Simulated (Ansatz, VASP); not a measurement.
One calculation of MgO, two programs

INCAR

```
PREC = Accurate
ENCUT = 600
EDIFF = 1E-7
ISMEAR = -1
SIGMA = 0.08
LREAL = F
LASPH = T
NELM = 60
ALGO = Normal
ISIF = 3
LWAVE = F
LCHARG = F
GGA = PE
IBRION = 2
NSW = 100
EDIFFG = -0.005
```

KPOINTS

```
regular mesh
0
Gamma
  13 13 13
```

File POSCAR:

```
MgO
1.0
    0.0000000000      2.2468001554      2.2468001554
    2.2468001554      0.0000000000      2.2468001554
    2.2468001554      2.2468001554      0.0000000000
Mg O
1 1
Direct
    0.0000000000      0.0000000000      0.0000000000
    0.2500000000      0.2500000000      0.2500000000
```

Input for Ansatz:

```yaml
crystal:
  lattice:
    - [0.0, 2.2468001554, 2.2468001554]
    - [2.2468001554, 0.0, 2.2468001554]
    - [2.2468001554, 2.2468001554, 0.0]
  atoms:
    - { symbol: Mg, position: [0.0, 0.0, 0.0] }
    - { symbol: O, position: [0.25, 0.25, 0.25] }
kpoints:
  mp_grid: { grid: [13, 13, 13] }
scf:
  occupations: { method: fermi_dirac, width: 0.08 }
hamiltonian:
  xc: pbe
  pseudopotentials: { kind: paw }
output:
  forces: true
  stress: true
  write_density: true
  write_potential: true
  elf: true
  volumetric_format: npy
relax:
  f_tol: 0.005
  max_steps: 80
  cell: {}
```

Alike in both runs: task relaxation of cell and atoms; functional PBE; k mesh 13 × 13 × 13; occupations fermi-dirac, width 0.08 eV; no spin polarisation.

|  | VASP | Ansatz |
| --- | --- | --- |
| version | VASP 6.6.1 | Ansatz 0.2.0 |
| potentials or method | VASP PAW PBE potentials, release 64 (Mg, O) | PAW with Ansatz's default frozen-core files, scalar-relativistic |
| plane-wave cutoff (eV) | 600 | 420 |
| valence electrons in the cell | 8 | 16 |

|  | VASP | Ansatz | Ansatz less VASP |
| --- | --- | --- | --- |
| gap on the k mesh at the Fermi level, each at its own relaxed structure (eV) | 3.49 | 3.48 | -0.006 |
| relaxed volume (Å³/atom) | 12.21 | 12.26 | +0.050 |
| relaxed cell length with the largest relative difference (Å) | 3.257 | 3.261 | +0.0045 |

VASP's potentials hold 8 valence electrons a cell and Ansatz's 16, so a difference there can come from the potentials and not from the codes.
